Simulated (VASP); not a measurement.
# Ge (P6_3/mmc) in VASP: settings compared

Ge is run at these levels: r2SCAN, PBE, LDA; tasks: single point.

All numbers are computed with VASP 6.6.1; they aren't measurements. Logs are shortened: lines on timing, memory, paths and dates and some standing lists are left out, and cuts for length are marked.

**1. The cell of the first run**

It takes space group P6_3/mmc (No. 194, hexagonal). Conventional cell: a = 3.998 Å, b = 3.998 Å, c = 6.593 Å, α = 90.00°, β = 90.00°, γ = 120.00°. Ge (site symmetry 3m) has 4 Ge at 2.45 to 2.47 Å within 3.2 Å.

This isn't the form of Ge at room conditions, which is diamond.

**2. Single point, r2SCAN**

The input, POSCAR:

```
Ge
1.0
    3.9976142537      0.0000000000      0.0000000000
   -1.9988071268      3.4620354983      0.0000000000
    0.0000000000      0.0000000000      6.5928200248
Ge
4
Direct
    0.3333333333      0.6666666667      0.0003696474
    0.6666666667      0.3333333333      0.5003696474
    0.3333333333      0.6666666667      0.3746303526
    0.6666666667      0.3333333333      0.8746303526
```

The input, INCAR.step1:

```
  PREC = Accurate
  ENCUT = 520
  ISMEAR = -1
  SIGMA = 0.02
  LREAL = F
  LASPH = T
  NELM = 100
  NBANDS = 36
  GGA = PE
  ALGO = Normal
  EDIFF = 1E-4
  LWAVE = T
  LCHARG = F
```

The input, INCAR.step2:

```
  PREC = Accurate
  ENCUT = 520
  EDIFF = 1E-7
  ISMEAR = -1
  SIGMA = 0.02
  LREAL = F
  LASPH = T
  NELM = 100
  ALGO = Normal
  ISIF = 2
  LWAVE = F
  LCHARG = T
  METAGGA = R2SCAN
  LMIXTAU = T
  LELF = T
  LVHAR = T
  NBANDS = 36
  ISTART = 1
```

The input, KPOINTS:

```
regular mesh
0
Gamma
  6 6 4
```

Potentials or basis: VASP PAW PBE potentials, release 64 (Ge_d).

Run with:

```console
cat potpaw_PBE.64/Ge_d/POTCAR > POTCAR
cp INCAR.step1 INCAR
mpirun -np 1 vasp_std > vasp.out
cp INCAR.step2 INCAR
mpirun -np 1 vasp_std > vasp.out
```

OUTCAR:

```text
PREC = Accurate
   ENCUT = 520
   EDIFF = 1E-7
   ISMEAR = -1
   LREAL = F
   LASPH = T
   NELM = 100
   ISIF = 2
   METAGGA = R2SCAN
   ISTART = 1

 ion  position               nearest neighbor table
   1  0.333  0.667  0.000-   4 2.45   4 2.45   4 2.45   3 2.47
   2  0.667  0.333  0.500-   3 2.45   3 2.45   3 2.45   4 2.47
   3  0.333  0.667  0.375-   2 2.45   2 2.45   2 2.45   1 2.47
   4  0.667  0.333  0.875-   1 2.45   1 2.45   1 2.45   2 2.47

  LATTYP: Found a hexagonal cell.
 ALAT       =     3.9976142537
 C/A-ratio  =     1.6491886426

  Lattice vectors:

 A1 = (   3.9976142537,   0.0000000000,   0.0000000000)
 A2 = (  -1.9988071268,   3.4620354983,   0.0000000000)
 A3 = (   0.0000000000,   0.0000000000,   6.5928200248)

Analysis of symmetry for initial positions (statically):
=====================================================================
 Subroutine PRICEL returns:
 Original cell was already a primitive cell.

 Routine SETGRP: Setting up the symmetry group for a
 hexagonal supercell.

 Subroutine GETGRP returns: Found 24 space group operations
 (whereof  6 operations were pure point group operations)
 out of a pool of 24 trial point group operations.

The static configuration has the point symmetry C_3v.
 The point group associated with its full space group is D_6h.

Analysis of symmetry for dynamics (positions and initial velocities):
=====================================================================
 Subroutine PRICEL returns:
 Original cell was already a primitive cell.

 Routine SETGRP: Setting up the symmetry group for a
 hexagonal supercell.

 Subroutine GETGRP returns: Found 24 space group operations
 (whereof  6 operations were pure point group operations)
 out of a pool of 24 trial point group operations.

The dynamic configuration has the point symmetry C_3v.
 The point group associated with its full space group is D_6h.

 Subroutine INISYM returns: Found 24 space group operations
 (whereof  6 operations are pure point group operations),
 and found     1 'primitive' translations

----------------------------------------------------------------------------------------

                                     Primitive cell

  volume of cell :      91.2439

  direct lattice vectors                    reciprocal lattice vectors
     3.997614254  0.000000000  0.000000000     0.250149198  0.144423707  0.000000000
    -1.998807127  3.462035498  0.000000000     0.000000000  0.288847414  0.000000000
     0.000000000  0.000000000  6.592820025     0.000000000  0.000000000  0.151680161

  length of vectors
     3.997614254  3.997614254  6.592820025     0.288847414  0.288847414  0.151680161

  position of ions in fractional coordinates (direct lattice)
     0.333333333  0.666666667  0.000369647
     0.666666667  0.333333333  0.500369647
     0.333333333  0.666666667  0.374630353
     0.666666667  0.333333333  0.874630353

  ion indices of the primitive-cell ions
   primitive index   ion index
                 1           1
                 2           2
                 3           3
                 4           4

----------------------------------------------------------------------------------------

 KPOINTS: regular mesh

Automatic generation of k-mesh.
 Grid dimensions read from file:
 generate k-points for:    6    6    4

 Generating k-lattice:

  Cartesian coordinates                     Fractional coordinates (reciprocal lattice)
     0.041691533  0.024070618  0.000000000     0.166666667  0.000000000  0.000000000
     0.000000000  0.048141236  0.000000000     0.000000000  0.166666667  0.000000000
     0.000000000  0.000000000  0.037920040     0.000000000  0.000000000  0.250000000

  Length of vectors
     0.048141236  0.048141236  0.037920040

  Shift w.r.t. Gamma in fractional coordinates (k-lattice)
     0.000000000  0.000000000  0.000000000

 Subroutine IBZKPT returns following result:
 ===========================================

 Found     21 irreducible k-points:

 Following reciprocal coordinates:
            Coordinates               Weight
  0.000000  0.000000  0.000000      1.000000
  0.166667  0.000000  0.000000      6.000000
  0.333333 -0.000000  0.000000      6.000000
  0.500000  0.000000  0.000000      3.000000
  0.166667  0.166667  0.000000      6.000000
  0.333333  0.166667  0.000000     12.000000
[... 13 lines left out ...]
  0.333333  0.166667  0.500000     12.000000
  0.333333  0.333333  0.500000      2.000000
   k-points           NKPTS =     21   k-points in BZ     NKDIM =     21   number of bands    NBANDS=     36
   number of dos      NEDOS =    301   number of ions     NIONS =      4
   total plane-waves  NPLWV =  45000
   dimension x,y,z NGX =    30 NGY =   30 NGZ =   50
   dimension x,y,z NGXF=    60 NGYF=   60 NGZF=  100
   ions per type =               4
   NGX,Y,Z   is equivalent  to a cutoff of  12.48, 12.48, 12.61 a.u.
   NGXF,Y,Z  is equivalent  to a cutoff of  24.95, 24.95, 25.22 a.u.
 SYSTEM =  unknown system
   PREC   = accura    normal or accurate (medium, high low for compatibility)
   ISTART =      1    job   : 0-new  1-cont  2-samecut
   ICHARG =      0    charge: 1-file 2-atom 10-const
   ISPIN  =      1    spin polarized calculation?
   LNONCOLLINEAR =      F non collinear calculations
   LSORBIT =      F    spin-orbit coupling
   LASPH  =      T    aspherical Exc in radial PAW
   ENCUT  =  520.0 eV  38.22 Ry    6.18 a.u.   7.43  7.43 12.26*2*pi/ulx,y,z
   NELM   =    100;   NELMIN=  2; NELMDL=  0     # of ELM steps
   EDIFF  = 0.1E-06   stopping-criterion for ELM
   LREAL  =      F    real-space projection
   EDIFFG = 0.1E-05   stopping-criterion for IOM
   NSW    =      0    number of steps for IOM
   IBRION =     -1    ionic relax: 0-MD 1-quasi-New 2-CG
   NFREE  =      0    steps in history (QN), initial steepest desc. (CG)
   ISIF   =      2    stress and relaxation
   ISYM   =      2    0-nonsym 1-usesym 2-fastsym
   POTIM  = 0.5000    time-step for ionic-motion
   TEBEG  =    0.0;   TEEND  =   0.0 temperature during run
   PSTRESS=    0.0 pullay stress
   NELECT =      56.0000    total number of electrons
   NUPDOWN=      -1.0000    fix difference up-down
   EMIN   =  10.00;   EMAX   =-10.00  energy-range for DOS
   EFERMI =   0.00;   METHOD = LEGACY
   ISMEAR =    -1;   SIGMA  =   0.02  broadening in eV -4-tet -1-fermi 0-gaus
   EFERMI_NEDOS =   21; number of points for ismear=-14 and -15
   IALGO  =     38    algorithm
   IMIX   =      4    mixing-type and parameters
     AMIX     =   0.40;   BMIX     =  1.00
     AMIX_MAG =   1.60;   BMIX_MAG =  1.00
  volume/ion in A,a.u.               =      22.81       153.94
  Fermi-wavevector in a.u.,A,eV,Ry     =   1.391243  2.629068 26.334850  1.935557
  Thomas-Fermi vector in A             =   2.515101
   LORBIT       =      0    0 simple, 1 ext, 2 COOP (PROOUT), +10 PAW based schemes
   METAGGA = R2SCAN    functional components
   LHFCALC =     F    Hartree Fock is set to
   AEXX    =    0.0000 exact exchange contribution
   IVDW    =     0    specifies the selected vdW correction
   LEPSILON=     F    determine dielectric tensor
   LRPA    =     F    only Hartree local field effects (RPA)
 non-spin polarized calculation
  energy-cutoff  :      520.00
  volume of cell :       91.24
 maximum number of plane-waves:      2491
 NGX is ok and might be reduce to    30
   NGX = 15   NGY = 15   NGZ = 25

 number of electron      56.0000047 magnetization

 Free energy of the ion-electron system (eV)
  ---------------------------------------------------
  ext. energy  EPLUGINS =         0.00000000
  ---------------------------------------------------
  free energy    TOTEN  =       -55.38060822 eV

  energy without entropy =      -55.38022701  energy(sigma->0) =      -55.38041762

 E-fermi :   4.9440     XC(G=0): -10.7724

 val. band max:        4.9067987348   @ k =   0.0000   0.0000   0.0000
 cond. band min:       4.9639898333   @ k =   0.0000   0.0000   0.0000
 fundamental gap:      0.0571910985
 Fermi energy:         4.9439877498

 k-point     1 :       0.0000    0.0000    0.0000
  band No.  band energies     occupation
      1     -20.7900      2.00000
      2     -20.7900      2.00000
      3     -20.7532      2.00000
      4     -20.7493      2.00000
      5     -20.7493      2.00000
      6     -20.7395      2.00000
[... 28 lines left out ...]
     35       9.6092      0.00000
     36      11.4853      0.00000

 k-point     2 :       0.1667    0.0000    0.0000
  band No.  band energies     occupation
      1     -20.8041      2.00000
      2     -20.7947      2.00000
      3     -20.7668      2.00000
      4     -20.7577      2.00000
      5     -20.7485      2.00000
      6     -20.7226      2.00000
[... 28 lines left out ...]
     35      10.7901      0.00000
     36      10.9938      0.00000

 k-point     3 :       0.3333   -0.0000    0.0000
  band No.  band energies     occupation
      1     -20.8115      2.00000
      2     -20.7988      2.00000
      3     -20.7855      2.00000
      4     -20.7678      2.00000
      5     -20.7374      2.00000
      6     -20.7090      2.00000
[... 28 lines left out ...]
     35      12.0859      0.00000
     36      12.3706      0.00000

 k-point     4 :       0.5000    0.0000    0.0000
  band No.  band energies     occupation
      1     -20.8061      2.00000
      2     -20.7992      2.00000
      3     -20.7985      2.00000
      4     -20.7711      2.00000
      5     -20.7236      2.00000
      6     -20.7051      2.00000
[... 28 lines left out ...]
     35      12.8136      0.00000
     36      13.5372      0.00000

 k-point     5 :       0.1667    0.1667    0.0000
  band No.  band energies     occupation
      1     -20.8097      2.00000
      2     -20.8044      2.00000
      3     -20.7784      2.00000
      4     -20.7721      2.00000
      5     -20.7343      2.00000
      6     -20.7108      2.00000
[... 538 lines left out ...]
 k-point    19 :       0.1667    0.1667    0.5000
  band No.  band energies     occupation
      1     -20.7896      2.00000
      2     -20.7896      2.00000
      3     -20.7835      2.00000
      4     -20.7835      2.00000
      5     -20.7328      2.00000
      6     -20.7328      2.00000
[... 28 lines left out ...]
     35      10.8949      0.00000
     36      10.8949      0.00000

 k-point    20 :       0.3333    0.1667    0.5000
  band No.  band energies     occupation
      1     -20.7974      2.00000
      2     -20.7974      2.00000
      3     -20.7840      2.00000
      4     -20.7840      2.00000
      5     -20.7213      2.00000
      6     -20.7213      2.00000
[... 28 lines left out ...]
     35      12.0871      0.00000
     36      12.0871      0.00000

 k-point    21 :       0.3333    0.3333    0.5000
  band No.  band energies     occupation
      1     -20.8055      2.00000
      2     -20.8055      2.00000
      3     -20.7844      2.00000
      4     -20.7844      2.00000
      5     -20.7154      2.00000
      6     -20.7154      2.00000
[... 28 lines left out ...]
     35      11.8877      0.00000
     36      11.8877      0.00000

------------------------ aborting loop because EDIFF is reached ----------------------------------------

  FORCE on cell =-STRESS in cart. coord.  units (eV):
  Direction    XX          YY          ZZ          XY          YZ          ZX
  --------------------------------------------------------------------------------------
  -------------------------------------------------------------------------------------
  Total        0.0520666      0.0520666      0.0033130      0.0000000     -0.0000000     -0.0000000
  in kB        0.9142517      0.9142517      0.0581738      0.0000000     -0.0000000     -0.0000000
  external PRESSURE =       0.6288924 kB  Pullay stress =       0.0000000 kB

 VOLUME and BASIS-vectors are now :
 -----------------------------------------------------------------------------
  energy-cutoff  :      520.00
  volume of cell :       91.24
      direct lattice vectors                 reciprocal lattice vectors
     3.997614254  0.000000000  0.000000000     0.250149198  0.144423707  0.000000000
    -1.998807127  3.462035498  0.000000000     0.000000000  0.288847414  0.000000000
     0.000000000  0.000000000  6.592820025     0.000000000  0.000000000  0.151680161

 POSITION                                       TOTAL-FORCE (eV/Angst)
 -----------------------------------------------------------------------------------
     -0.00000      2.30802      0.00244         0.000000     -0.000000     -0.001305
      1.99881      1.15401      3.29885         0.000000      0.000000     -0.001305
     -0.00000      2.30802      2.46987        -0.000000      0.000000      0.001305
      1.99881      1.15401      5.76628         0.000000     -0.000000      0.001305
 -----------------------------------------------------------------------------------
    total drift:                               -0.000000      0.000000      0.000308

  FREE ENERGIE OF THE ION-ELECTRON SYSTEM (eV)
  ---------------------------------------------------
  free  energy   TOTEN  =       -55.3806082234 eV

  energy  without entropy=      -55.3802270125  energy(sigma->0) =      -55.38041762
```

Wall time 2.4 min (1 thread of Intel Xeon 6975P-C (Granite Rapids), shared host); peak memory 0.23 GiB.

Results:

| Property | Result |
| --- | --- |
| Free energy | -55.3806 eV |
| Pressure | 0.1 GPa |
| Band gap on the k mesh | 0.06 eV |

Caveat: the PAW data sets were made with another functional, which shifts forces and pressure a little. A k mesh can miss the band edges.

**3. Single point, PBE**

The input, INCAR:

```
PREC = Accurate ; ENCUT = 520
EDIFF = 1E-6 ; ISMEAR = -1
SIGMA = 0.02 ; LREAL = F
LASPH = T ; NELM = 80
ALGO = Normal ; ISIF = 2
LWAVE = F ; LCHARG = F
GGA = PE ; NBANDS = 36
```

The input, KPOINTS:

```
Automatic mesh
0
Gamma
  12 12 4
```

POSCAR is that of step 2.

Potentials or basis: VASP PAW PBE potentials, release 64 (Ge_d).

Run with:

```console
cat potpaw_PBE.64/Ge_d/POTCAR > POTCAR
mpirun -np 1 vasp_std > vasp.out
```

It took 76 s on 1 thread of Intel Xeon 6975P-C (Granite Rapids), shared host; peak memory 0.27 GiB.

The run converged. Its results:

| Quantity | Value |
| --- | --- |
| Free energy | -17.9661 eV |
| Pressure | 2.9 GPa |
| Largest force | 0.009 eV/Å |
| Band gap on the k mesh | 0.11 eV |

Forces on the atoms (eV/Å):
```
Ge   0.000  0.000  0.009
Ge   0.000  0.000  0.009
Ge   0.000  0.000 -0.009
Ge   0.000  0.000 -0.009
```

Levels at points of the mesh, in eV from the valence-band top:
```csv
k point,band 26,band 27,band 28,band 29,band 30,band 31
"(0.00, 0.00, 0.00)",-0.16,-0.09,0.00,0.11,0.11,2.26
"(0.50, 0.00, 0.00)",-3.08,-2.82,-1.45,0.53,1.65,3.57
"(0.00, 0.00, 0.50)",-0.87,-0.87,-0.87,0.68,0.68,3.36
"(0.50, 0.00, 0.50)",-2.55,-2.42,-2.42,0.53,0.53,2.12
```

A k mesh can miss the band edges.

**4. Single point, LDA**

The input, INCAR:

```
PREC = Accurate
ENCUT = 520
EDIFF = 1E-7
ISMEAR = -1
SIGMA = 0.02
LREAL = False
LASPH = True
NELM = 100
ALGO = Normal
ISIF = 2
LWAVE = False
LCHARG = False
GGA = CA
NBANDS = 36
```

The input, KPOINTS:

```
regular mesh
0
Gamma
  12 12 4
```

POSCAR is that of step 3.

Potentials or basis: VASP PAW LDA potentials, release 64 (Ge_d).

Run with:

```console
cat potpaw_LDA.64/Ge_d/POTCAR > POTCAR
mpirun -np 1 vasp_std > vasp.out
```

It took 2.1 min on 1 thread of Intel Xeon 6975P-C (Granite Rapids), shared host; peak memory 0.25 GiB.

It converged, with:

```yaml
Free_energy: -20.7063 eV
Pressure: -1.8 GPa
Largest_force: 0.004 eV/Å
Band_gap_on_the_k_mesh: 0.05 eV (least direct gap 0.25 eV)
```

Forces on the atoms (eV/Å):
```
Ge   0.000  0.000 -0.004
Ge   0.000  0.000 -0.004
Ge   0.000  0.000  0.004
Ge   0.000  0.000  0.004
```

Levels at points of the mesh, in eV from the valence-band top:
```tsv
k point	band 25	band 26	band 27	band 28	band 29	band 30	band 31	band 32
(0.00, 0.00, 0.00)	-1.44	-0.15	-0.12	-0.11	0.16	0.16	2.28	2.28
(0.50, 0.00, 0.00)	-4.55	-3.02	-2.78	-1.40	0.49	1.61	3.54	3.73
(0.00, 0.00, 0.50)	-0.81	-0.81	-0.81	-0.81	0.63	0.63	3.39	3.39
(0.50, 0.00, 0.50)	-2.51	-2.51	-2.37	-2.37	0.49	0.49	2.12	2.12
```

A k mesh can miss the band edges.

**5. Overview**

```tsv
level	potentials or basis	k mesh	gap on the mesh (eV)	pressure (GPa)
r2SCAN	VASP PAW PBE potentials, release 64 (Ge_d)	6 × 6 × 4	0.06	0.1
PBE	VASP PAW PBE potentials, release 64 (Ge_d)	12 × 12 × 4	0.11	2.9
LDA	VASP PAW LDA potentials, release 64 (Ge_d)	12 × 12 × 4	0.05	-1.8
```

Alike in all rows: task single point; no spin polarisation; cell a = 3.998, b = 3.998, c = 6.593 Å, angles 90.0, 90.0, 120.0°, 4 atoms; cutoff (eV) 520; smearing fermi-dirac 0.02 eV.

Caveats: the PAW data sets were made with another functional, which shifts forces and pressure a little (at least some runs).

Total energies depend on the potentials used, so only differences within one code and one set of settings carry meaning.
